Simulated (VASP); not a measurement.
CO2, 12 atoms in the cell. It takes space group Pa-3 (No. 205, cubic). The conventional cell has a = 5.671 Å, b = 5.671 Å, c = 5.671 Å, α = 90.00°, β = 90.00°, γ = 90.00°. Within 1.6 Å of C (site symmetry -3) lie 2 O at 1.17 Å. Within 1.6 Å of O (site symmetry 3) lie 1 C at 1.17 Å. 

- Program: VASP 6.6.1
- Task: single point
- Functional: PBE
- Dispersion: D3(BJ)
- Potentials or basis: VASP PAW PBE potentials, release 64 (C, O)
- Cutoff: 520 eV
- k mesh: 4 × 4 × 4
- Occupations: gaussian, width 0.1 eV
- Spin: no spin polarisation
- Dipole correction: no
- Further INCAR settings: ALGO = Normal; EDIFF = 1e-06; NBANDS = 44

Potentials or basis: VASP PAW PBE potentials, release 64 (C, O).

The run is started by

```sh
$ cat potpaw_PBE.64/C/POTCAR potpaw_PBE.64/O/POTCAR > POTCAR
$ mpirun -np 1 vasp_std > vasp.out
```

Hardware: 1 thread of Intel(R) Xeon(R) Platinum 8259CL CPU @ 2.50GHz (Skylake/Cascade Lake), on a shared host.

Task: How long does it take, and how much memory?

Result: Wall time 95 s on 1 thread of Intel(R) Xeon(R) Platinum 8259CL CPU @ 2.50GHz (Skylake/Cascade Lake), on a shared host, peak memory 0.28 GiB. Counts: scf iterations 13, k points 11.
